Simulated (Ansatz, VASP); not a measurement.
# Two plane-wave programs on ZrSnSe3

```
Zr Sn Se
1.0
     5.05824    0.00000    0.00000
     0.00000    5.05824    0.00000
     0.00000    0.00000    6.12757
Zr Sn Se
1 1 3
Direct
  0.50000 0.50000 0.54858
  0.00000 0.00000 0.15246
  0.50000 0.00000 0.39690
  0.50000 0.50000 0.94276
  0.00000 0.50000 0.39690
```

Change from the starting cell: species swapped into the KCrCl3 type (P4mm, No. 99).

Alike in both runs: task relaxation of cell and atoms; functional PBE; k mesh 6 × 6 × 6; occupations gaussian, width 0.02 eV; no spin polarisation.

|  | VASP | Ansatz |
| --- | --- | --- |
| version | VASP 6.6.1 | Ansatz 0.2.0 |
| potentials or method | VASP PAW PBE potentials, release 64 (Zr_sv, Sn_d, Se), cutoff 600 eV | scalar-relativistic, plane waves, PAW |
| valence electrons in the cell | 44 | 74 |

Ansatz gave:

* gap on the k mesh at the Fermi level, each at its own relaxed structure (eV): 0.91
* relaxed volume (Å³/atom): 31.32
* relaxed length of the cell vector where the two differ most in proportion (Å): 6.120

Question: Which values does VASP return?

Answer: gap on the k mesh at the Fermi level, each at its own relaxed structure (eV): 0.91; relaxed volume (Å³/atom): 31.38; relaxed length of the cell vector where the two differ most in proportion (Å): 6.130.

VASP's potentials hold 44 valence electrons a cell and Ansatz's 74, so a difference there can come from the potentials and not from the codes.
